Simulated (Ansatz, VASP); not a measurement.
**MgSeS4 in VASP and in Ansatz**

Contents of INCAR:

```
SYSTEM = MgSeS4
PREC = Accurate ; ENCUT = 600
EDIFF = 1E-6 ; ISMEAR = 0
SIGMA = 0.1 ; LREAL = .FALSE.
LASPH = .TRUE. ; NELM = 80
ALGO = Normal ; ISIF = 3
LWAVE = .FALSE. ; LCHARG = .FALSE.
GGA = PE ; IBRION = 2
NSW = 100 ; EDIFFG = -0.01
```

Contents of KPOINTS:

```
Automatic mesh
0
G
  8 8 10
  0 0 0
```

File POSCAR:

```
MgSeS4
1.0
    3.8421099685     -4.1160285734      0.0000000000
    3.8421099685      4.1160285734      0.0000000000
    0.0000000000      0.0000000000      4.0974692696
Mg Se S
1 1 4
Direct
    0.5000000000      0.5000000000      0.5000000000
    0.0000000000      0.0000000000      0.0000000000
    0.1839629063      0.8160370937      0.5000000000
    0.8160370937      0.1839629063      0.5000000000
    0.3264937452      0.3264937452      0.0000000000
    0.6735062548      0.6735062548      0.0000000000
```

Input for Ansatz:

```yaml
crystal:
  lattice:
    - [3.8421099685, -4.1160285734, 0.0]
    - [3.8421099685, 4.1160285734, 0.0]
    - [0.0, 0.0, 4.0974692696]
  atoms:
    - { symbol: Mg, position: [0.5, 0.5, 0.5] }
    - { symbol: Se, position: [0.0, 0.0, 0.0] }
    - { symbol: S, position: [0.1839629063, 0.8160370937, 0.5] }
    - { symbol: S, position: [0.8160370937, 0.1839629063, 0.5] }
    - { symbol: S, position: [0.3264937452, 0.3264937452, 0.0] }
    - { symbol: S, position: [0.6735062548, 0.6735062548, 0.0] }
basis:
  ecutwfc: 420
kpoints:
  mp_grid: { grid: [8, 8, 10] }
hamiltonian:
  xc: pbe
scf:
  occupations: { method: gaussian, width: 0.1 }
output:
  forces: true
  stress: true
  eigenvalues: true
  write_density: true
  write_potential: true
  elf: true
  volumetric_format: npy
relax:
  adjacent_minimum: "off"
  f_tol: 0.01
  max_steps: 80
  cell: { stress_tol: 0.05 }
```

Change from the starting cell: species swapped into the AsRhO4 type (Cmmm, No. 65).

Alike in both runs: task relaxation of cell and atoms; functional PBE; k mesh 8 × 8 × 10; occupations gaussian, width 0.1 eV; no spin polarisation.

```csv
,VASP,Ansatz
version,VASP 6.6.1,Ansatz 0.2.0
potentials or method,"VASP PAW PBE potentials, release 64 (Mg, Se, S), cutoff 600 eV","scalar-relativistic, plane waves, PAW"
valence electrons in the cell,32,50
```

```csv
,VASP,Ansatz,Ansatz less VASP
"gap on the k mesh at the Fermi level, each at its own relaxed structure (eV)",none,none,-
relaxed volume (Å³/atom),21.57,21.62,+0.055
relaxed length of the cell vector where the two differ most in proportion (Å),5.680,5.686,+0.0062
```

A gap of «none» marks a metal or a gap that the smearing closes. VASP's potentials hold 32 valence electrons a cell and Ansatz's 50, so a difference there can come from the potentials and not from the codes.
